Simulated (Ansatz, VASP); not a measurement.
PtS2: VASP beside Ansatz

The input POSCAR:

```
PtS2
1.0
    1.7644429029      1.0187015850      5.5230462153
   -1.7644429029      1.0187015850      5.5230462153
    0.0000000000     -2.0374031699      5.5230462153
Pt S
1 2
Direct
    0.0000000000      0.0000000000      0.0000000000
    0.2583047871      0.2583047871      0.2583047871
    0.7416952129      0.7416952129      0.7416952129
```

The input INCAR.step1:

```
  ALGO = Normal
  EDIFF = 1E-5
  ENCUT = 520
  GGA = PE
  ISIF = 2
  ISMEAR = 0
  LASPH = True
  LREAL = False
  LWAVE = True
  NBANDS = 18
  NELM = 100
  PREC = Accurate
  SIGMA = 0.2
```

INCAR.step2

```
  ALGO = Normal
  EDIFF = 1E-6
  ENCUT = 520
  GGA = PE
  HFSCREEN = 0.2079
  ISIF = 2
  ISMEAR = 0
  ISTART = 1
  LASPH = True
  LCHARG = True
  LELF = True
  LHFCALC = True
  LREAL = False
  LVHAR = True
  LWAVE = False
  NBANDS = 18
  NELM = 100
  PREC = Accurate
  PRECFOCK = Normal
  SIGMA = 0.2
```

The input KPOINTS:

```
k-points
0
Gamma
  4 4 4
```

Input for Ansatz:

```yaml
crystal:
  lattice:
    - [1.7644429029, 1.018701585, 5.5230462153]
    - [-1.7644429029, 1.018701585, 5.5230462153]
    - [0.0, -2.0374031699, 5.5230462153]
  atoms:
    - { symbol: Pt, position: [0.0, 0.0, 0.0] }
    - { symbol: S, position: [0.2583047871, 0.2583047871, 0.2583047871] }
    - { symbol: S, position: [0.7416952129, 0.7416952129, 0.7416952129] }
kpoints:
  mp_grid: { grid: [4, 4, 4] }
hamiltonian:
  xc: hse06
scf:
  occupations: { method: gaussian, width: 0.2 }
  n_extra_bands: 4
output:
  forces: true
  stress: true
  eigenvalues: true
```

Alike in both runs: task single point; functional HSE06; k mesh 4 × 4 × 4; occupations gaussian, width 0.2 eV; no spin polarisation.

|  | VASP | Ansatz |
| --- | --- | --- |
| version | VASP 6.6.1 | Ansatz 0.2.0 |
| potentials or method | VASP PAW PBE potentials, release 64 (Pt, S) | plane waves |
| plane-wave cutoff (eV) | 520 | 420 |
| valence electrons in the cell | 22 | 30 |

Ansatz gave:

* gap on the k mesh at the Fermi level (eV): 1.76
* pressure (GPa): -0.8
* traceless stress, the component that is largest in VASP (GPa): 0.32
* rms of the force components (eV/Å): 0.162

**Question.** What did VASP give for the same quantities?

**Answer.** gap on the k mesh at the Fermi level (eV): 1.73; pressure (GPa): -1.2; traceless stress, the component that is largest in VASP (GPa): 0.40; rms of the force components (eV/Å): 0.179.

Atom by atom the forces differ by 0.017 eV/Å (rms over components). VASP's potentials hold 22 valence electrons a cell and Ansatz's 30, so a difference there can come from the potentials and not from the codes. Ansatz's warnings: stress exchange threshold loose, stress scf threshold loose.

The k mesh is coarse, so the values compare programs but aren't converged. Spin-orbit coupling is off throughout.
